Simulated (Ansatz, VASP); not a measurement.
**ScGaSe in VASP and in Ansatz**

```
CELL_PARAMETERS angstrom
4.56695 0.00000 0.00000
-2.28347 3.95509 0.00000
0.00000 0.00000 3.39719
ATOMIC_POSITIONS crystal
Sc 0.66667 0.33333 0.00000
Ga 0.00000 0.00000 0.50000
Se 0.33333 0.66667 0.50000
```

Change from the starting cell: species swapped into the CaGaSi type (P-6m2, No. 187).

Alike in both runs: functional PBE; k mesh 12 × 12 × 14; occupations gaussian, width 0.1 eV; no spin polarisation.

Ansatz relaxed the structure, and its values are those at the end. VASP's run is a single point on that final structure, the one shown.

```csv
,VASP,Ansatz
version,VASP 6.6.1,Ansatz 0.2.0
potentials or method,"VASP PAW PBE potentials, release 64 (Sc_sv, Ga_d, Se), cutoff 520 eV","scalar-relativistic, plane waves, PAW"
valence electrons in the cell,30,40
```

```tsv
	VASP	Ansatz	Ansatz less VASP
gap on the k mesh at the Fermi level (eV)	none	none	-
pressure (GPa)	0.1	0.0	-0.14
```

A gap of «none» marks a metal or a gap that the smearing closes. VASP's potentials hold 30 valence electrons a cell and Ansatz's 40, so a difference there can come from the potentials and not from the codes.
